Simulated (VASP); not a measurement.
Here is a VASP 6.6.1 calculation.

The input INCAR:

```
SYSTEM = Si9H4C9
PREC = Accurate
ENCUT = 520
EDIFF = 1E-6
ISMEAR = 0
SIGMA = 0.05
LREAL = Auto
LASPH = .True.
NELM = 60
ALGO = Normal
ISIF = 2
LWAVE = .False.
LCHARG = .True.
GGA = PE
LELF = .True.
LVHAR = .True.
NBANDS = 55
```

The input KPOINTS:

```
regular mesh
0
Gamma
  1 1 6
  0 0 0
```

File POSCAR:

```
Si9H4C9
1.0
   24.0000000000      0.0000000000      0.0000000000
    0.0000000000      9.3000000000      0.0000000000
    0.0000000000      0.0000000000      5.3826494888
Si C H
9 9 4
Direct
    0.6937979590      0.5000000000      0.3327738075
    0.7557697042      0.5000000000      0.8404886634
    0.5645078166      0.5000000000      0.3326222229
    0.6286147149      0.5000000000      0.8333630385
    0.4354921834      0.5000000000      0.3326222229
    0.5000000000      0.5000000000      0.8325627714
    0.3062020410      0.5000000000      0.3327738075
    0.3713852851      0.5000000000      0.8333630385
    0.2442302958      0.5000000000      0.8404886634
    0.7574311633      0.5000000000      0.1644766851
    0.6291206626      0.5000000000      0.1659484043
    0.6930394501      0.5000000000      0.6657385978
    0.5000000000      0.5000000000      0.1654820297
    0.5643452049      0.5000000000      0.6653229051
    0.3708793374      0.5000000000      0.1659484043
    0.4356547951      0.5000000000      0.6653229051
    0.2425688367      0.5000000000      0.1644766851
    0.3069605499      0.5000000000      0.6657385978
    0.8095945577      0.5000000000      0.7021351245
    0.1904054423      0.5000000000      0.7021351245
    0.7974067358      0.5000000000      0.2608188380
    0.2025932642      0.5000000000      0.2608188380
```

Potentials or basis: VASP PAW PBE potentials, release 64 (Si, C, H).

Run with:

```sh
$ cat potpaw_PBE.64/Si/POTCAR potpaw_PBE.64/C/POTCAR potpaw_PBE.64/H/POTCAR > POTCAR
$ mpirun -np 1 vasp_std > vasp.out
```

Task: Predict the largest force.

Result: 0.021 eV/Å.

Task: Estimate the band gap on the k mesh.

Result: 2.36 eV.

Forces on the atoms (eV/Å):
```
Si  -0.002  0.000  0.001
Si   0.011  0.000 -0.007
Si  -0.001  0.000  0.001
Si  -0.002  0.000  0.002
Si   0.001  0.000  0.001
Si   0.000  0.000 -0.004
Si   0.002  0.000  0.001
Si   0.002  0.000  0.002
Si  -0.011  0.000 -0.007
C   -0.018  0.000  0.004
C    0.012  0.000 -0.003
C   -0.010  0.000 -0.010
C    0.000  0.000  0.002
C    0.001  0.000 -0.005
C   -0.012  0.000 -0.003
C   -0.001  0.000 -0.005
C    0.018  0.000  0.004
C    0.010  0.000 -0.010
H   -0.014  0.000  0.010
H    0.014  0.000  0.010
H    0.019  0.000  0.009
H   -0.019  0.000  0.009
```
